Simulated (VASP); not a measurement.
Runs of VASP 6.6.1 on Si. The structure is that of space group Fd-3m (No. 227), or close to it. The cells are those of the table. 

```csv
cell,gap on the mesh (eV),pressure (GPa),largest force (eV/Å)
"a = 3.879 Å, angles 58.7°, 2 atoms",0.54,2.1,0.31
"a = 3.860 Å, angles 59.3°, 2 atoms",(b),2.0,0.16
"a = 3.899 Å, angles 58.0°, 2 atoms",0.49,(a),0.45
"a = 3.821 Å, angles 60.7°, 2 atoms",0.57,2.0,0.18
"a = 3.802 Å, angles 61.3°, 2 atoms",0.53,2.1,0.38
```

Alike in all rows: task electric field gradients; level PBE; potentials or basis VASP PAW PBE potentials, release 64 (Si); no spin polarisation; k mesh 11 × 11 × 11; cutoff (eV) 520; smearing fermi-dirac 0.08 eV.

Problem. Fill in the values left out.

Solution. (a) 2.2; (b) 0.58.

Caveats: an odd mesh through Γ misses points on the zone boundary, where band edges can lie.
